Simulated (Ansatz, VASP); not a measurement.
## InP: VASP beside Ansatz

INCAR

```
SYSTEM = InP
PREC     = Accurate       ! precision mode
ENCUT    = 500            ! plane-wave cutoff, eV
EDIFF    = 1E-6           ! SCF threshold, eV
ISMEAR   = 0              ! smearing method
SIGMA    = 0.01           ! smearing width, eV
LREAL    = .FALSE.        ! projectors in reciprocal space
LASPH    = .TRUE.         ! aspherical terms in the spheres
NELM     = 120            ! most SCF steps
ALGO     = Normal         ! electronic algorithm
ISIF     = 2              ! what is computed and relaxed
LWAVE    = .FALSE.        ! write WAVECAR
LCHARG   = .FALSE.        ! write CHGCAR
GGA      = PS             ! functional
NBANDS   = 16             ! bands
GGA_COMPAT= .FALSE.
```

File KPOINTS:

```
regular mesh
0
G
  6 6 6
  0 0 0
```

The input POSCAR:

```
InP
1.0
    0.0000000000      2.9245430529      2.9245430529
    2.9245430529      0.0000000000      2.9245430529
    2.9245430529      2.9245430529      0.0000000000
In P
1 1
Direct
    0.0000000000      0.0000000000      0.0000000000
    0.7500000000      0.7500000000      0.7500000000
```

Input for Ansatz:

```yaml
crystal:
  lattice:
    - [0.0, 2.92454305289, 2.92454305289]
    - [2.92454305289, 0.0, 2.92454305289]
    - [2.92454305289, 2.92454305289, 0.0]
  atoms:
    - { symbol: In, position: [0.0, 0.0, 0.0] }
    - { symbol: P, position: [0.75, 0.75, 0.75] }
kpoints:
  mp_grid: { grid: [6, 6, 6] }
scf:
  occupations: { method: fixed }
  convergence: { dr2_threshold: 1.0e-10 }
hamiltonian:
  xc: pbesol
  pseudopotentials: { kind: paw }
output:
  forces: true
  stress: true
  eigenstates:
    kpoints:
      - [0.0, 0.0, 0.0]
      - [0.5, 0.5, 0.0]
      - [0.5, 0.0, 0.5]
      - [0.0, 0.5, 0.5]
      - [0.0, 0.5, 0.0]
      - [0.5, 0.0, 0.0]
      - [0.0, 0.0, 0.5]
      - [0.5, 0.5, 0.5]
  eigenvalues: true
```

Alike in both runs: task single point; functional PBEsol; k mesh 6 × 6 × 6; no spin polarisation.

```csv
,VASP,Ansatz
version,VASP 6.6.1,Ansatz 0.2.0
potentials or method,"VASP PAW PBE potentials, release 64 (In_d, P)","PAW with Ansatz's default frozen-core files, scalar-relativistic"
plane-wave cutoff (eV),500,420
occupations,"gaussian, width 0.01 eV",fixed
valence electrons in the cell,18,18
```

```tsv
	VASP	Ansatz	Ansatz less VASP
gap on the k mesh at the Fermi level (eV)	0.64	0.65	+0.002
pressure (GPa)	1.0	1.0	+0.02
```

VASP's potentials were made for PBE, not for PBEsol.
